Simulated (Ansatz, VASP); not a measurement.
Two plane-wave programs on ScAl3As4

```
Sc Al As
1.0
     4.08961    0.00000    0.00000
    -2.04480    3.54170    0.00000
     0.00000    0.00000   13.67917
Sc Al As
1 3 4
Direct
  0.00000 0.00000 0.24743
  0.00000 0.00000 0.74822
  0.33333 0.66667 0.98947
  0.33333 0.66667 0.50655
  0.00000 0.00000 0.05066
  0.00000 0.00000 0.56557
  0.33333 0.66667 0.32590
  0.33333 0.66667 0.80700
```

Change from the starting cell: species swapped into the In3GaN4 type (P3m1, No. 156).

Alike in both runs: functional PBE; k mesh 12 × 12 × 2; occupations gaussian, width 0.02 eV; no spin polarisation.

Ansatz relaxed the structure, and its values are those at the end. VASP's run is a single point on that final structure, the one shown.

```csv
,VASP,Ansatz
version,VASP 6.6.1,Ansatz 0.2.0
potentials or method,"VASP PAW PBE potentials, release 64 (Sc_sv, Al, As), cutoff 520 eV","scalar-relativistic, plane waves, PAW"
valence electrons in the cell,40,80
```

|  | VASP | Ansatz | Ansatz less VASP |
| --- | --- | --- | --- |
| gap on the k mesh at the Fermi level (eV) | 1.26 | 1.27 | +0.009 |
| least direct gap on the mesh (eV) | 1.60 | 1.60 | +0.002 |
| pressure (GPa) | 0.2 | 0.0 | -0.17 |
| rms of the force components (eV/Å) | 0.004 | 0.001 | -0.0029 |

With one functional, cell and mesh, what is left measures potentials, basis and numerics. VASP's potentials hold 40 valence electrons a cell and Ansatz's 80, so a difference there can come from the potentials and not from the codes.
